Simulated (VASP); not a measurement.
A run of VASP 6.6.1 is set up as follows.

Contents of INCAR:

```
ALGO     = Normal         # electronic algorithm
EDIFF    = 1E-7           # SCF threshold, eV
ENCUT    = 520            # plane-wave cutoff, eV
GGA      = PE             # functional
ISIF     = 2              # what is computed and relaxed
ISMEAR   = 0              # smearing method
LASPH    = True           # aspherical terms in the spheres
LCHARG   = False          # write CHGCAR
LREAL    = False          # projectors in reciprocal space
LWAVE    = False          # write WAVECAR
NBANDS   = 19             # bands
NELM     = 80             # most SCF steps
PREC     = Accurate       # precision mode
SIGMA    = 0.1            # smearing width, eV
```

Contents of KPOINTS:

```
k-points
0
Gamma
  12 12 18
```

The input POSCAR:

```
SiNi2
1.0
    3.9669138669      0.0000000000      0.0000000000
   -1.9834569335      3.4354481833      0.0000000000
    0.0000000000      0.0000000000      2.4825369261
Si Ni
1 2
Direct
    0.0000000000      0.0000000000      0.0000000000
    0.3333333333      0.6666666667      0.5000000000
    0.6666666667      0.3333333333      0.5000000000
```

Potentials or basis: VASP PAW PBE potentials, release 64 (Si, Ni).

Command:

```console
$ cat potpaw_PBE.64/Si/POTCAR potpaw_PBE.64/Ni/POTCAR > POTCAR
$ mpirun -np 1 vasp_std > vasp.out
```

What does it give for the pressure?

-0.1 GPa.

Predict the band gap on the k mesh.

zero (bands 12 and 13 overlap by 1.93 eV).

Stress tensor (GPa, compression positive):
```
-0.03  0.00  0.00
 0.00 -0.03  0.00
 0.00  0.00 -0.11
```

Spin polarisation is off, so any magnetic state and its effect on volume and gap are missing.
